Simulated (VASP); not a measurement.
Te2Mo: single point with r2SCAN

Te2Mo, a slab with vacuum:

```
Te Mo
1.0
     3.66809    0.00000    0.00000
    -1.83405    3.17666    0.00000
     0.00000    0.00000   18.04951
Te Mo
2 1
Direct
  0.33333 0.66667 0.90291
  0.33333 0.66667 0.09709
  0.00000 0.00000 0.00000
```

This cell differs from its parent crystal: equal strain along all axes, cell held: +3.0 %, then relaxed in part.

```yaml
Program: VASP 6.6.1
Task: single point
Functional: r2SCAN
Potentials_or_basis: VASP PAW PBE potentials, release 64 (Te, Mo_sv)
Cutoff: 520 eV
k_mesh: 12 × 12 × 2
Occupations: gaussian, width 0.02 eV
Spin: no spin polarisation
Dipole_correction: no
Further_INCAR_settings: ALGO = Normal; EDIFF = 1e-07; NBANDS = 20
```

- Largest force: 0.035 eV/Å
- Band gap on the k mesh: 0.90 eV

Forces in eV/Å, atoms in the order of the input:
```
Te   0.000  0.000 -0.035
Te   0.000  0.000  0.035
Mo   0.000  0.000  0.000
```

Levels at points of the mesh, in eV from the valence-band top:
| k point | band 11 | band 12 | band 13 | band 14 | band 15 | band 16 |
| --- | --- | --- | --- | --- | --- | --- |
| (0.00, 0.00, 0.00) | -1.11 | -1.11 | -0.08 | 2.93 | 2.93 | 3.26 |
| (0.50, 0.00, 0.00) | -1.39 | -0.69 | -0.60 | 1.30 | 1.67 | 3.51 |
| (0.00, 0.00, 0.50) | -1.11 | -1.11 | -0.08 | 2.93 | 2.93 | 3.26 |
| (0.50, 0.00, 0.50) | -1.39 | -0.69 | -0.60 | 1.30 | 1.67 | 3.51 |

Wall time 14 min on 1 thread of Intel(R) Xeon(R) Platinum 8259CL CPU @ 2.50GHz (Skylake/Cascade Lake), on a shared host, peak memory 0.46 GiB.

Caveat: the cell differs from its parent crystal (equal strain along all axes, cell held: +3.0 %, then relaxed in part); there is no dipole correction, which matters where the two faces differ; the PAW data sets were made with another functional, which shifts forces and pressure a little; spin-orbit coupling is left out, which moves the levels of the heavy elements.
